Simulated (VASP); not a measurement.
# Se (R-3) in VASP: further runs, part 2 of 2

VASP 6.6.1.

## 4. Single point, r2SCAN+rVV10

Input file POSCAR:

```
Se
1.0
    5.6247499422      3.2474508932      1.4885349391
   -5.6247499422      3.2474508932      1.4885349391
    0.0000000000     -6.4949017865      1.4885349391
Se
6
Direct
    0.8392979907      0.7150361889      0.0841377999
    0.7150361889      0.0841377999      0.8392979907
    0.0841377999      0.8392979907      0.7150361889
    0.1607020093      0.2849638111      0.9158622001
    0.2849638111      0.9158622001      0.1607020093
    0.9158622001      0.1607020093      0.2849638111
```

Input file INCAR.step1:

```
SYSTEM = Se
  PREC = Accurate
  ENCUT = 520
  ISMEAR = -1
  SIGMA = 0.02
  LREAL = .False.
  LASPH = .True.
  NELM = 100
  NBANDS = 27
  GGA = PE
  ALGO = Normal
  EDIFF = 1E-4
  LWAVE = .True.
  LCHARG = .False.
```

Input file INCAR.step2:

```
SYSTEM = Se
  PREC = Accurate
  ENCUT = 520
  EDIFF = 1E-7
  ISMEAR = -1
  SIGMA = 0.02
  LREAL = .False.
  LASPH = .True.
  NELM = 100
  ALGO = Normal
  ISIF = 2
  LWAVE = .False.
  LCHARG = .False.
  METAGGA = R2SCAN
  LMIXTAU = .True.
  LUSE_VDW = .True.
  IVDW_NL = 2
  BPARAM = 11.95
  CPARAM = 0.0093
  NBANDS = 27
  ISTART = 1
```

Input file KPOINTS:

```
Automatic mesh
0
Gamma
  6 6 6
  0 0 0
```

Potentials or basis: VASP PAW PBE potentials, release 64 (Se).

The run is started by

```console
> cat potpaw_PBE.64/Se/POTCAR > POTCAR
> cp INCAR.step1 INCAR
> mpirun -np 1 vasp_std > vasp.out
> cp INCAR.step2 INCAR
> mpirun -np 1 vasp_std > vasp.out
```

OUTCAR:

```text
SYSTEM = Se
   PREC = Accurate
   ENCUT = 520
   EDIFF = 1E-7
   ISMEAR = -1
   LREAL = .False.
   LASPH = .True.
   NELM = 100
   ISIF = 2
   METAGGA = R2SCAN
   IVDW_NL = 2
   BPARAM = 11.95
   ISTART = 1

 ion  position               nearest neighbor table
   1  0.839  0.715  0.084-   5 2.37   6 2.37
   2  0.715  0.084  0.839-   4 2.37   6 2.37
   3  0.084  0.839  0.715-   4 2.37   5 2.37
   4  0.161  0.285  0.916-   2 2.37   3 2.37
   5  0.285  0.916  0.161-   1 2.37   3 2.37
   6  0.916  0.161  0.285-   1 2.37   2 2.37

  LATTYP: Found a trigonal (rhomboedric) cell.
 ALAT       =     6.6632938912
 COS(alpha) =    -0.4251431777

  Lattice vectors:

 A1 = (   5.6247499422,   3.2474508932,   1.4885349391)
 A2 = (  -5.6247499422,   3.2474508932,   1.4885349391)
 A3 = (   0.0000000000,  -6.4949017865,   1.4885349391)

Analysis of symmetry for initial positions (statically):
=====================================================================
 Subroutine PRICEL returns:
 Original cell was already a primitive cell.

 Routine SETGRP: Setting up the symmetry group for a
 trigonal (rhombohedral) supercell.

 Subroutine GETGRP returns: Found  6 space group operations
 (whereof  6 operations were pure point group operations)
 out of a pool of 12 trial point group operations.

The static configuration has the point symmetry S_6 .

Analysis of symmetry for dynamics (positions and initial velocities):
=====================================================================
 Subroutine PRICEL returns:
 Original cell was already a primitive cell.

 Routine SETGRP: Setting up the symmetry group for a
 trigonal (rhombohedral) supercell.

 Subroutine GETGRP returns: Found  6 space group operations
 (whereof  6 operations were pure point group operations)
 out of a pool of 12 trial point group operations.

The dynamic configuration has the point symmetry S_6 .

 Subroutine INISYM returns: Found  6 space group operations
 (whereof  6 operations are pure point group operations),
 and found     1 'primitive' translations

----------------------------------------------------------------------------------------

                                     Primitive cell

  volume of cell :     163.1384

  direct lattice vectors                    reciprocal lattice vectors
     5.624749942  3.247450893  1.488534939     0.088892841  0.051322305  0.223933832
    -5.624749942  3.247450893  1.488534939    -0.088892841  0.051322305  0.223933832
     0.000000000 -6.494901786  1.488534939     0.000000000 -0.102644611  0.223933832

  length of vectors
     6.663293891  6.663293891  6.663293891     0.246337730  0.246337730  0.246337730

  position of ions in fractional coordinates (direct lattice)
     0.839297991  0.715036189  0.084137800
     0.715036189  0.084137800  0.839297991
     0.084137800  0.839297991  0.715036189
     0.160702009  0.284963811  0.915862200
     0.284963811  0.915862200  0.160702009
     0.915862200  0.160702009  0.284963811

  ion indices of the primitive-cell ions
[... 30 lines left out ...]
 ===========================================

 Found     40 irreducible k-points:

 Following reciprocal coordinates:
            Coordinates               Weight
  0.000000  0.000000  0.000000      1.000000
  0.166667 -0.000000 -0.000000      6.000000
  0.333333  0.000000 -0.000000      6.000000
  0.500000 -0.000000 -0.000000      3.000000
  0.166667  0.166667 -0.000000      6.000000
  0.333333  0.166667 -0.000000      6.000000
[... 16 lines left out ...]
  0.333333  0.333333  0.166667      6.000000
  0.500000  0.333333  0.166667      6.000000
 [... further k-points ...]
   k-points           NKPTS =     40   k-points in BZ     NKDIM =     40   number of bands    NBANDS=     27
   number of dos      NEDOS =    301   number of ions     NIONS =      6
   total plane-waves  NPLWV = 125000
   dimension x,y,z NGX =    50 NGY =   50 NGZ =   50
   dimension x,y,z NGXF=   100 NGYF=  100 NGZF=  100
   ions per type =               6
   NGX,Y,Z   is equivalent  to a cutoff of  12.47, 12.47, 12.47 a.u.
   NGXF,Y,Z  is equivalent  to a cutoff of  24.95, 24.95, 24.95 a.u.
 SYSTEM =  Se
   PREC   = accura    normal or accurate (medium, high low for compatibility)
   ISTART =      1    job   : 0-new  1-cont  2-samecut
   ICHARG =      0    charge: 1-file 2-atom 10-const
   ISPIN  =      1    spin polarized calculation?
   LNONCOLLINEAR =      F non collinear calculations
   LSORBIT =      F    spin-orbit coupling
   LASPH  =      T    aspherical Exc in radial PAW
   ENCUT  =  520.0 eV  38.22 Ry    6.18 a.u.  12.39 12.39 12.39*2*pi/ulx,y,z
   NELM   =    100;   NELMIN=  2; NELMDL=  0     # of ELM steps
   EDIFF  = 0.1E-06   stopping-criterion for ELM
   LREAL  =      F    real-space projection
   EDIFFG = 0.1E-05   stopping-criterion for IOM
   NSW    =      0    number of steps for IOM
   IBRION =     -1    ionic relax: 0-MD 1-quasi-New 2-CG
   NFREE  =      0    steps in history (QN), initial steepest desc. (CG)
   ISIF   =      2    stress and relaxation
   ISYM   =      2    0-nonsym 1-usesym 2-fastsym
   POTIM  = 0.5000    time-step for ionic-motion
   TEBEG  =    0.0;   TEEND  =   0.0 temperature during run
   PSTRESS=    0.0 pullay stress
   NELECT =      36.0000    total number of electrons
   NUPDOWN=      -1.0000    fix difference up-down
   EMIN   =  10.00;   EMAX   =-10.00  energy-range for DOS
   EFERMI =   0.00;   METHOD = LEGACY
   ISMEAR =    -1;   SIGMA  =   0.02  broadening in eV -4-tet -1-fermi 0-gaus
   EFERMI_NEDOS =   21; number of points for ismear=-14 and -15
   IALGO  =     38    algorithm
   IMIX   =      4    mixing-type and parameters
     AMIX     =   0.40;   BMIX     =  1.00
     AMIX_MAG =   1.60;   BMIX_MAG =  1.00
  volume/ion in A,a.u.               =      27.19       183.49
  Fermi-wavevector in a.u.,A,eV,Ry     =   0.989290  1.869487 13.315951  0.978695
  Thomas-Fermi vector in A             =   2.120878
   LORBIT       =      0    0 simple, 1 ext, 2 COOP (PROOUT), +10 PAW based schemes
   METAGGA = R2SCAN    functional components
   LHFCALC =     F    Hartree Fock is set to
   AEXX    =    0.0000 exact exchange contribution
   IVDW_NL    =     2    kernel type
   BPARAM     =11.9500
   IVDW    =     0    specifies the selected vdW correction
   LEPSILON=     F    determine dielectric tensor
   LRPA    =     F    only Hartree local field effects (RPA)
 non-spin polarized calculation
  energy-cutoff  :      520.00
  volume of cell :      163.14
 maximum number of plane-waves:      4427
 NGX is ok and might be reduce to    50
   NGX = 25   NGY = 25   NGZ = 25

 number of electron      36.0000001 magnetization

 Free energy of the ion-electron system (eV)
  ---------------------------------------------------
  ext. energy  EPLUGINS =         0.00000000
  ---------------------------------------------------
  free energy    TOTEN  =       -84.81383695 eV

  energy without entropy =      -84.81383695  energy(sigma->0) =      -84.81383695

 E-fermi :   2.4761     XC(G=0):  -9.3382

 val. band max:        2.0728361707   @ k =   0.5000   0.5000   0.5000
 cond. band min:       3.5619836740   @ k =  -0.1667   0.1667   0.1667
 fundamental gap:      1.4891475033
 Fermi energy:         2.4760751041

 k-point     1 :       0.0000    0.0000    0.0000
  band No.  band energies     occupation
      1     -14.2103      2.00000
      2     -12.3413      2.00000
      3     -12.3413      2.00000
      4     -10.0625      2.00000
      5     -10.0625      2.00000
      6      -8.4414      2.00000
[... 709 lines left out ...]
     26       8.5620      0.00000
     27       9.0986      0.00000

 [... further k-points ...]

------------------------ aborting loop because EDIFF is reached ----------------------------------------

  FORCE on cell =-STRESS in cart. coord.  units (eV):
  Direction    XX          YY          ZZ          XY          YZ          ZX
  --------------------------------------------------------------------------------------
  -------------------------------------------------------------------------------------
  Total        0.1538464      0.1538464      0.1030896     -0.0000013     -0.0000000      0.0000000
  in kB        1.5109211      1.5109211      1.0124401     -0.0000124     -0.0000000      0.0000000
  external PRESSURE =       1.3447608 kB  Pullay stress =       0.0000000 kB

 VOLUME and BASIS-vectors are now :
 -----------------------------------------------------------------------------
  energy-cutoff  :      520.00
  volume of cell :      163.14
      direct lattice vectors                 reciprocal lattice vectors
     5.624749942  3.247450893  1.488534939     0.088892841  0.051322305  0.223933832
    -5.624749942  3.247450893  1.488534939    -0.088892841  0.051322305  0.223933832
     0.000000000 -6.494901786  1.488534939     0.000000000 -0.102644611  0.223933832

 POSITION                                       TOTAL-FORCE (eV/Angst)
 -----------------------------------------------------------------------------------
      0.69894      4.50116      2.43892         0.002009     -0.012591     -0.015496
      3.54865     -2.85588      2.43892        -0.011909      0.004556     -0.015496
     -4.24759     -1.64528      2.43892         0.009900      0.008035     -0.015496
     -0.69894     -4.50116      2.02668        -0.002009      0.012591      0.015496
     -3.54865      2.85588      2.02668         0.011909     -0.004556      0.015496
      4.24759      1.64528      2.02668        -0.009900     -0.008035      0.015496
 -----------------------------------------------------------------------------------
    total drift:                               -0.000000      0.000000      0.000000

  FREE ENERGIE OF THE ION-ELECTRON SYSTEM (eV)
  ---------------------------------------------------
  free  energy   TOTEN  =       -84.8138369540 eV

  energy  without entropy=      -84.8138369540  energy(sigma->0) =      -84.81383695
```

It took 17 min on 1 thread of Intel Xeon Platinum 8488C (Sapphire Rapids), shared host; peak memory 0.88 GiB.

Results:

- Free energy: -84.8138 eV
- Pressure: 0.1 GPa
- Largest force: 0.020 eV/Å
- Band gap on the k mesh: 1.49 eV (least direct gap 1.71 eV)

Forces on the atoms (eV/Å):
```
Se   0.002 -0.013 -0.015
Se  -0.012  0.005 -0.015
Se   0.010  0.008 -0.015
Se  -0.002  0.013  0.015
Se   0.012 -0.005  0.015
Se  -0.010 -0.008  0.015
```

Caveat: the PAW data sets were made with another functional, which shifts forces and pressure a little. A k mesh can miss the band edges.

## 5. The runs side by side

```tsv
level	potentials or basis	smearing	gap on the mesh (eV)	pressure (GPa)	largest force (eV/Å)
PBE	VASP PAW PBE potentials, release 64 (Se)	fermi-dirac 0.02 eV	1.23	2.4	0.36
LDA	VASP PAW LDA potentials, release 64 (Se)	gaussian 0.01 eV	1.11	-1.6	0.21
r2SCAN+rVV10	VASP PAW PBE potentials, release 64 (Se)	fermi-dirac 0.02 eV	1.49	0.1	0.02
```

Alike in all rows: task single point; no spin polarisation; cell a = 6.663 Å, angles 115.2°, 6 atoms; k mesh 6 × 6 × 6; cutoff (eV) 520.

Caveats: this functional lacks dispersion, which holds the molecules together, so the pressure and a relaxed volume are unreliable (at least some runs); the PAW data sets were made with another functional, which shifts forces and pressure a little (at least some runs).

Absolute energies hang on the potentials; compare differences alone.
